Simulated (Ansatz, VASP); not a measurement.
## Ge3As2 in VASP and in Ansatz

POSCAR

```
Ge3As2
1.0
    0.0000000000      3.4700730000      0.0000000000
    6.1967800000     -1.7350360000      0.0000000000
    0.7606470000      0.0000000000     -8.5111260000
As Ge
4 6
Direct
    0.2026000000      0.4052000000      0.8592000000
    0.7974000000      0.5948000000      0.1408000000
    0.6133000000      0.2266000000      0.5594000000
    0.3867000000      0.7734000000      0.4406000000
    0.0289000000      0.0578000000      0.7132000000
    0.9711000000      0.9422000000      0.2868000000
    0.7777000000      0.5554000000      0.6610000000
    0.2223000000      0.4446000000      0.3390000000
    0.3744000000      0.7488000000      0.9645000000
    0.6256000000      0.2512000000      0.0355000000
```

File INCAR.step1:

```
SYSTEM = Ge3As2
PREC = Accurate
ENCUT = 520
ISMEAR = -1
SIGMA = 0.1
LREAL = .FALSE.
LASPH = .TRUE.
NELM = 100
NBANDS = 63
GGA = PE
ALGO = Normal
EDIFF = 1E-4
LWAVE = .TRUE.
LCHARG = .FALSE.
```

The input INCAR.step2:

```
SYSTEM = Ge3As2
PREC = Accurate
ENCUT = 520
EDIFF = 1E-7
ISMEAR = -1
SIGMA = 0.1
LREAL = .FALSE.
LASPH = .TRUE.
NELM = 100
ALGO = Normal
ISIF = 2
LWAVE = .FALSE.
LCHARG = .FALSE.
METAGGA = R2SCAN
LMIXTAU = .TRUE.
NBANDS = 63
ISTART = 1
```

File KPOINTS:

```
Automatic mesh
0
G
  5 5 2
  0 0 0
```

Input for Ansatz:

```yaml
crystal:
  lattice:
    - [0.0, 3.470073, 0.0]
    - [6.19678, -1.735036, 0.0]
    - [0.760647, 0.0, -8.511126]
  atoms:
    - { symbol: As, position: [0.2026, 0.4052, 0.8592] }
    - { symbol: As, position: [0.7974, 0.5948, 0.1408] }
    - { symbol: As, position: [0.6133, 0.2266, 0.5594] }
    - { symbol: As, position: [0.3867, 0.7734, 0.4406] }
    - { symbol: Ge, position: [0.0289, 0.0578, 0.7132] }
    - { symbol: Ge, position: [0.9711, 0.9422, 0.2868] }
    - { symbol: Ge, position: [0.7777, 0.5554, 0.661] }
    - { symbol: Ge, position: [0.2223, 0.4446, 0.339] }
    - { symbol: Ge, position: [0.3744, 0.7488, 0.9645] }
    - { symbol: Ge, position: [0.6256, 0.2512, 0.0355] }
  symmetry: { tolerance: 0.0003 }
kpoints:
  mp_grid: { grid: [5, 5, 2], shift: [0, 0, 0] }
magnetization:
  spin_polarized: false
scf:
  occupations: { method: fermi_dirac }
hamiltonian:
  pseudopotentials: { kind: paw }
  xc: r2scan
basis:
  ecutwfc: 500
output:
  forces: true
  stress: true
  eigenvalues: true
  write_density: true
  write_potential: true
  elf: true
  volumetric_format: npy
```

Alike in both runs: task single point; functional r2SCAN; k mesh 5 × 5 × 2; no spin polarisation.

|  | VASP | Ansatz |
| --- | --- | --- |
| version | VASP 6.6.1 | Ansatz 0.2.0 |
| potentials or method | VASP PAW PBE potentials, release 64 (As, Ge_d), cutoff 520 eV | PAW plane waves |
| occupations | fermi-dirac, width 0.1 eV | fermi-dirac |
| valence electrons in the cell | 104 | 144 |

|  | VASP | Ansatz | Ansatz less VASP |
| --- | --- | --- | --- |
| gap on the k mesh at the Fermi level (eV) | none | none | - |
| pressure (GPa) | 19.3 | 19.2 | -0.16 |
| traceless stress, the component that is largest in VASP (GPa) | -7.99 | -8.01 | -0.019 |
| rms of the force components (eV/Å) | 1.230 | 1.207 | -0.0228 |

VASP's potentials were made for PBE, not for r2SCAN. Atom by atom the forces differ by 0.024 eV/Å (rms over components). A gap of «none» marks a metal or a gap that the smearing closes. VASP's potentials hold 104 valence electrons a cell and Ansatz's 144, so a difference there can come from the potentials and not from the codes.

The k mesh is coarse, so the values compare programs but aren't converged.
